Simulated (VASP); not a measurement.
# NaS6 (Fm-3m) in VASP: further runs

Runs on NaS6. Level: PBE. Tasks: single point, relaxation of cell and atoms.

Everything below comes from runs of VASP 6.6.1. Logs are shortened: lines on timing, memory, paths and dates and some standing lists are left out, and cuts for length are marked.

**1. The cell of the first run**

The structure is cubic, space group Fm-3m (No. 225). The conventional cell has a = 7.979 Å, b = 7.979 Å, c = 7.979 Å, α = 90.00°, β = 90.00°, γ = 90.00°. Na (site symmetry m-3m) has 12 S at 2.82 Å within 3.7 Å. Within 3.7 Å of S (site symmetry mmm) lie 2 Na at 2.82 Å and 8 S at 2.82 Å.

The cell was built from a structure type or drawn by symmetry, and may not be a known phase.

**2. Single point, PBE**

INCAR reads:

```
PREC = Accurate
ENCUT = 520
EDIFF = 1E-6
ISMEAR = 0
SIGMA = 0.1
LREAL = F
LASPH = T
NELM = 80
ALGO = Normal
ISIF = 2
LWAVE = F
LCHARG = F
GGA = PE
NBANDS = 30
```

KPOINTS reads:

```
Automatic mesh
0
Gamma
  4 4 4
```

POSCAR reads:

```
NaS6
1.0
    0.0000000000      3.9895760312      3.9895760312
    3.9895760312      0.0000000000      3.9895760312
    3.9895760312      3.9895760312      0.0000000000
Na S
1 6
Direct
    0.5000000000      0.5000000000      0.5000000000
    0.5000000000      0.0000000000      0.0000000000
    0.0000000000      0.5000000000      0.5000000000
    0.0000000000      0.5000000000      0.0000000000
    0.5000000000      0.0000000000      0.5000000000
    0.0000000000      0.0000000000      0.5000000000
    0.5000000000      0.5000000000      0.0000000000
```

Potentials or basis: VASP PAW PBE potentials, release 64 (Na_pv, S).

Run with:

```sh
$ cat potpaw_PBE.64/Na_pv/POTCAR potpaw_PBE.64/S/POTCAR > POTCAR
$ mpirun -np 1 vasp_std > vasp.out
```

OUTCAR:

```text
PREC = Accurate
   ENCUT = 520
   EDIFF = 1E-6
   ISMEAR = 0
   LREAL = F
   LASPH = T
   NELM = 80
   ISIF = 2
   GGA = PE

 ion  position               nearest neighbor table
   1  0.500  0.500  0.500-
   2  0.500  0.000  0.000-
   3  0.000  0.500  0.500-
   4  0.000  0.500  0.000-
   5  0.500  0.000  0.500-
   6  0.000  0.000  0.500-
   7  0.500  0.500  0.000-

  LATTYP: Found a face centered cubic cell.
 ALAT       =     7.9791520624

  Lattice vectors:

 A1 = (   0.0000000000,   3.9895760312,   3.9895760312)
 A2 = (   3.9895760312,   0.0000000000,   3.9895760312)
 A3 = (   3.9895760312,   3.9895760312,   0.0000000000)

Analysis of symmetry for initial positions (statically):
=====================================================================
 Subroutine PRICEL returns:
 Original cell was already a primitive cell.

 Routine SETGRP: Setting up the symmetry group for a
 face centered cubic supercell.

 Subroutine GETGRP returns: Found 48 space group operations
 (whereof 48 operations were pure point group operations)
 out of a pool of 48 trial point group operations.

The static configuration has the point symmetry O_h .

Analysis of symmetry for dynamics (positions and initial velocities):
=====================================================================
 Subroutine PRICEL returns:
 Original cell was already a primitive cell.

 Routine SETGRP: Setting up the symmetry group for a
 face centered cubic supercell.

 Subroutine GETGRP returns: Found 48 space group operations
 (whereof 48 operations were pure point group operations)
 out of a pool of 48 trial point group operations.

The dynamic configuration has the point symmetry O_h .

 Subroutine INISYM returns: Found 48 space group operations
 (whereof 48 operations are pure point group operations),
 and found     1 'primitive' translations

----------------------------------------------------------------------------------------

                                     Primitive cell

  volume of cell :     127.0019

  direct lattice vectors                    reciprocal lattice vectors
     0.000000000  3.989576031  3.989576031    -0.125326600  0.125326600  0.125326600
     3.989576031  0.000000000  3.989576031     0.125326600 -0.125326600  0.125326600
     3.989576031  3.989576031  0.000000000     0.125326600  0.125326600 -0.125326600

  length of vectors
     5.642112531  5.642112531  5.642112531     0.217072039  0.217072039  0.217072039

  position of ions in fractional coordinates (direct lattice)
     0.500000000  0.500000000  0.500000000
     0.500000000  0.000000000  0.000000000
     0.000000000  0.500000000  0.500000000
     0.000000000  0.500000000  0.000000000
     0.500000000  0.000000000  0.500000000
     0.000000000  0.000000000  0.500000000
     0.500000000  0.500000000  0.000000000

  ion indices of the primitive-cell ions
   primitive index   ion index
                 1           1
                 2           2
                 3           3
                 4           4
                 5           5
                 6           6
                 7           7

----------------------------------------------------------------------------------------

 KPOINTS: Automatic mesh

Automatic generation of k-mesh.
 Grid dimensions read from file:
 generate k-points for:    4    4    4

 Generating k-lattice:

  Cartesian coordinates                     Fractional coordinates (reciprocal lattice)
    -0.031331650  0.031331650  0.031331650     0.250000000  0.000000000  0.000000000
     0.031331650 -0.031331650  0.031331650     0.000000000  0.250000000  0.000000000
     0.031331650  0.031331650 -0.031331650     0.000000000  0.000000000  0.250000000

  Length of vectors
     0.054268010  0.054268010  0.054268010

  Shift w.r.t. Gamma in fractional coordinates (k-lattice)
     0.000000000  0.000000000  0.000000000

 Subroutine IBZKPT returns following result:
 ===========================================

 Found      8 irreducible k-points:

 Following reciprocal coordinates:
            Coordinates               Weight
  0.000000  0.000000  0.000000      1.000000
  0.250000  0.000000  0.000000      8.000000
  0.500000  0.000000  0.000000      4.000000
  0.250000  0.250000  0.000000      6.000000
  0.500000  0.250000  0.000000     24.000000
 -0.250000  0.250000  0.000000     12.000000
  0.500000  0.500000  0.000000      3.000000
 -0.250000  0.500000  0.250000      6.000000
   k-points           NKPTS =      8   k-points in BZ     NKDIM =      8   number of bands    NBANDS=     30
   number of dos      NEDOS =    301   number of ions     NIONS =      7
   total plane-waves  NPLWV =  74088
   dimension x,y,z NGX =    42 NGY =   42 NGZ =   42
   dimension x,y,z NGXF=    84 NGYF=   84 NGZF=   84
   ions per type =               1   6
   NGX,Y,Z   is equivalent  to a cutoff of  12.38, 12.38, 12.38 a.u.
   NGXF,Y,Z  is equivalent  to a cutoff of  24.75, 24.75, 24.75 a.u.
 SYSTEM =  unknown system
   PREC   = accura    normal or accurate (medium, high low for compatibility)
   ISTART =      0    job   : 0-new  1-cont  2-samecut
   ICHARG =      2    charge: 1-file 2-atom 10-const
   ISPIN  =      1    spin polarized calculation?
   LNONCOLLINEAR =      F non collinear calculations
   LSORBIT =      F    spin-orbit coupling
   LASPH  =      T    aspherical Exc in radial PAW
   ENCUT  =  520.0 eV  38.22 Ry    6.18 a.u.  10.49 10.49 10.49*2*pi/ulx,y,z
   NELM   =     80;   NELMIN=  2; NELMDL= -5     # of ELM steps
   EDIFF  = 0.1E-05   stopping-criterion for ELM
   LREAL  =      F    real-space projection
   EDIFFG = 0.1E-04   stopping-criterion for IOM
   NSW    =      0    number of steps for IOM
   IBRION =     -1    ionic relax: 0-MD 1-quasi-New 2-CG
   NFREE  =      0    steps in history (QN), initial steepest desc. (CG)
   ISIF   =      2    stress and relaxation
   ISYM   =      2    0-nonsym 1-usesym 2-fastsym
   POTIM  = 0.5000    time-step for ionic-motion
   TEBEG  =    0.0;   TEEND  =   0.0 temperature during run
   PSTRESS=    0.0 pullay stress
   NELECT =      43.0000    total number of electrons
   NUPDOWN=      -1.0000    fix difference up-down
   EMIN   =  10.00;   EMAX   =-10.00  energy-range for DOS
   EFERMI =   0.00;   METHOD = LEGACY
   ISMEAR =     0;   SIGMA  =   0.10  broadening in eV -4-tet -1-fermi 0-gaus
   EFERMI_NEDOS =   21; number of points for ismear=-14 and -15
   IALGO  =     38    algorithm
   IMIX   =      4    mixing-type and parameters
     AMIX     =   0.40;   BMIX     =  1.00
     AMIX_MAG =   1.60;   BMIX_MAG =  1.00
  volume/ion in A,a.u.               =      18.14       122.44
  Fermi-wavevector in a.u.,A,eV,Ry     =   1.141023  2.156220 17.713867  1.301933
  Thomas-Fermi vector in A             =   2.277724
   LORBIT       =      0    0 simple, 1 ext, 2 COOP (PROOUT), +10 PAW based schemes
   GGA     = PE    functional components
   LHFCALC =     F    Hartree Fock is set to
   AEXX    =    0.0000 exact exchange contribution
   IVDW    =     0    specifies the selected vdW correction
   LEPSILON=     F    determine dielectric tensor
   LRPA    =     F    only Hartree local field effects (RPA)
 non-spin polarized calculation
 Gauss-broadening in eV      SIGMA  =   0.10
  energy-cutoff  :      520.00
  volume of cell :      127.00
 maximum number of plane-waves:      3479
 NGX is ok and might be reduce to    42
   NGX = 21   NGY = 21   NGZ = 21

 number of electron      43.0000001 magnetization

 Free energy of the ion-electron system (eV)
  ---------------------------------------------------
  ext. energy  EPLUGINS =         0.00000000
  ---------------------------------------------------
  free energy    TOTEN  =       -21.56400184 eV

  energy without entropy =      -21.53473238  energy(sigma->0) =      -21.54936711

 E-fermi :   5.2759     XC(G=0): -10.0380

 val. band max:        5.2118376642   @ k =   0.2500   0.2500   0.0000
 cond. band min:       5.3282793755   @ k =  -0.2500   0.2500   0.0000
 fundamental gap:      0.1164417113
 Fermi energy:         5.2758679575

 k-point     1 :       0.0000    0.0000    0.0000
  band No.  band energies     occupation
      1     -18.0025      2.00000
      2     -18.0025      2.00000
      3     -18.0025      2.00000
      4     -10.3707      2.00000
      5      -7.2390      2.00000
      6      -7.2390      2.00000
[... 22 lines left out ...]
     29       8.6317      0.00000
     30      12.3260      0.00000

 k-point     2 :       0.2500    0.0000    0.0000
  band No.  band energies     occupation
      1     -18.0047      2.00000
      2     -18.0030      2.00000
      3     -18.0030      2.00000
      4     -10.0549      2.00000
      5      -7.9615      2.00000
      6      -7.0859      2.00000
[... 22 lines left out ...]
     29       9.5328      0.00000
     30      12.7491      0.00000

 k-point     3 :       0.5000    0.0000    0.0000
  band No.  band energies     occupation
      1     -18.0069      2.00000
      2     -18.0034      2.00000
      3     -18.0034      2.00000
      4      -9.1920      2.00000
      5      -9.1462      2.00000
      6      -6.6342      2.00000
[... 22 lines left out ...]
     29      11.4376      0.00000
     30      11.7610      0.00000

 k-point     4 :       0.2500    0.2500    0.0000
  band No.  band energies     occupation
      1     -18.0047      2.00000
      2     -18.0035      2.00000
      3     -18.0035      2.00000
      4      -9.9586      2.00000
      5      -7.5349      2.00000
      6      -7.3865      2.00000
[... 22 lines left out ...]
     29       9.8373      0.00000
     30      12.7687      0.00000

 k-point     5 :       0.5000    0.2500    0.0000
  band No.  band energies     occupation
      1     -18.0063      2.00000
      2     -18.0045      2.00000
      3     -18.0039      2.00000
      4      -9.3086      2.00000
      5      -8.5749      2.00000
      6      -7.3504      2.00000
[... 22 lines left out ...]
     29      11.6535      0.00000
     30      12.8521      0.00000

 k-point     6 :      -0.2500    0.2500    0.0000
  band No.  band energies     occupation
      1     -18.0057      2.00000
      2     -18.0045      2.00000
      3     -18.0034      2.00000
      4      -9.5560      2.00000
      5      -8.4247      2.00000
      6      -7.5521      2.00000
[... 22 lines left out ...]
     29      10.9031      0.00000
     30      13.2852      0.00000

 k-point     7 :       0.5000    0.5000    0.0000
  band No.  band energies     occupation
      1     -18.0069      2.00000
      2     -18.0044      2.00000
      3     -18.0044      2.00000
      4      -9.2035      2.00000
      5      -7.8658      2.00000
      6      -7.7776      2.00000
[... 22 lines left out ...]
     29      12.6356      0.00000
     30      12.8240      0.00000

 k-point     8 :      -0.2500    0.5000    0.2500
  band No.  band energies     occupation
      1     -18.0056      2.00000
      2     -18.0056      2.00000
      3     -18.0044      2.00000
      4      -8.7951      2.00000
      5      -8.7951      2.00000
      6      -7.7252      2.00000
[... 22 lines left out ...]
     29      12.6023      0.00000
     30      13.2990      0.00000

------------------------ aborting loop because EDIFF is reached ----------------------------------------

  FORCE on cell =-STRESS in cart. coord.  units (eV):
  Direction    XX          YY          ZZ          XY          YZ          ZX
  --------------------------------------------------------------------------------------
  -------------------------------------------------------------------------------------
  Total       -0.1908358     -0.1908358     -0.1908358      0.0000000      0.0000000     -0.0000000
  in kB       -2.4074664     -2.4074664     -2.4074664      0.0000000      0.0000000     -0.0000000
  external PRESSURE =      -2.4074664 kB  Pullay stress =       0.0000000 kB

 VOLUME and BASIS-vectors are now :
 -----------------------------------------------------------------------------
  energy-cutoff  :      520.00
  volume of cell :      127.00
      direct lattice vectors                 reciprocal lattice vectors
     0.000000000  3.989576031  3.989576031    -0.125326600  0.125326600  0.125326600
     3.989576031  0.000000000  3.989576031     0.125326600 -0.125326600  0.125326600
     3.989576031  3.989576031  0.000000000     0.125326600  0.125326600 -0.125326600

 POSITION                                       TOTAL-FORCE (eV/Angst)
 -----------------------------------------------------------------------------------
      3.98958      3.98958      3.98958        -0.000000     -0.000000     -0.000000
      0.00000      1.99479      1.99479         0.000000     -0.000000     -0.000000
      3.98958      1.99479      1.99479         0.000000     -0.000000     -0.000000
      1.99479      0.00000      1.99479        -0.000000      0.000000     -0.000000
      1.99479      3.98958      1.99479        -0.000000      0.000000     -0.000000
      1.99479      1.99479      0.00000        -0.000000     -0.000000      0.000000
      1.99479      1.99479      3.98958        -0.000000     -0.000000      0.000000
 -----------------------------------------------------------------------------------
    total drift:                               -0.000000     -0.000000      0.000000

  FREE ENERGIE OF THE ION-ELECTRON SYSTEM (eV)
  ---------------------------------------------------
  free  energy   TOTEN  =       -21.5640018384 eV

  energy  without entropy=      -21.5347323818  energy(sigma->0) =      -21.54936711
```

Run time: 16 s. Hardware: 1 thread of Intel Xeon 6975P-C (Granite Rapids), shared host; peak memory 0.25 GiB.

What came out:

* Free energy: -21.5640 eV
* Pressure: -0.2 GPa
* Band gap on the k mesh: zero (an odd number of electrons rules out a gap without spin polarisation)

Levels at points of the mesh, in eV from the Fermi level:
```tsv
k point	band 19	band 20	band 21	band 22	band 23	band 24
(0.00, 0.00, 0.00)	-0.64	1.59	1.59	1.59	1.79	1.79
(0.50, 0.00, 0.00)	-1.88	-1.68	-1.68	0.32	0.59	1.54
(0.50, 0.50, 0.00)	-2.19	-1.98	-1.94	-1.94	-1.94	0.88
```

**3. Single point, PBE**

This run uses another cell than the first one, of 18.08 Å³/atom.

INCAR reads:

```
PREC = Accurate
ENCUT = 520
EDIFF = 1E-7
ISMEAR = 0
SIGMA = 0.1
LREAL = F
LASPH = T
NELM = 60
ALGO = Normal
ISIF = 2
LWAVE = F
LCHARG = F
GGA = PE
NBANDS = 30
```

KPOINTS reads:

```
Automatic mesh
0
Gamma
  8 8 8
```

Changes to POSCAR since step 2:

```diff
@@ -2,5 +2,5 @@
 1.0
-    0.0000000000      3.9895760312      3.9895760312
-    3.9895760312      0.0000000000      3.9895760312
-    3.9895760312      3.9895760312      0.0000000000
+    0.0000000000      3.9852635932      3.9852635932
+    3.9852635932      0.0000000000      3.9852635932
+    3.9852635932      3.9852635932      0.0000000000
 Na S
```

Potentials or basis: VASP PAW PBE potentials, release 64 (Na_pv, S).

Run with:

```sh
$ cat potpaw_PBE.64/Na_pv/POTCAR potpaw_PBE.64/S/POTCAR > POTCAR
$ mpirun -np 1 vasp_std > vasp.out
```

Wall time 58 s (1 thread of Intel Xeon 6975P-C (Granite Rapids), shared host); peak memory 0.28 GiB.

It converged, with:

| Property | Result |
| --- | --- |
| Free energy | -21.6693 eV |
| Pressure | 0.0 GPa |
| Band gap on the k mesh | zero (an odd number of electrons rules out a gap without spin polarisation) |

Levels at points of the mesh, in eV from the Fermi level:
| k point | band 19 | band 20 | band 21 | band 22 | band 23 | band 24 |
| --- | --- | --- | --- | --- | --- | --- |
| (0.00, 0.00, 0.00) | -0.57 | 1.67 | 1.67 | 1.67 | 1.88 | 1.88 |
| (0.50, 0.00, 0.00) | -1.82 | -1.61 | -1.61 | 0.39 | 0.67 | 1.63 |
| (0.50, 0.50, 0.00) | -2.12 | -1.92 | -1.87 | -1.87 | -1.86 | 0.96 |

(Part 1 of 2 ends here.)
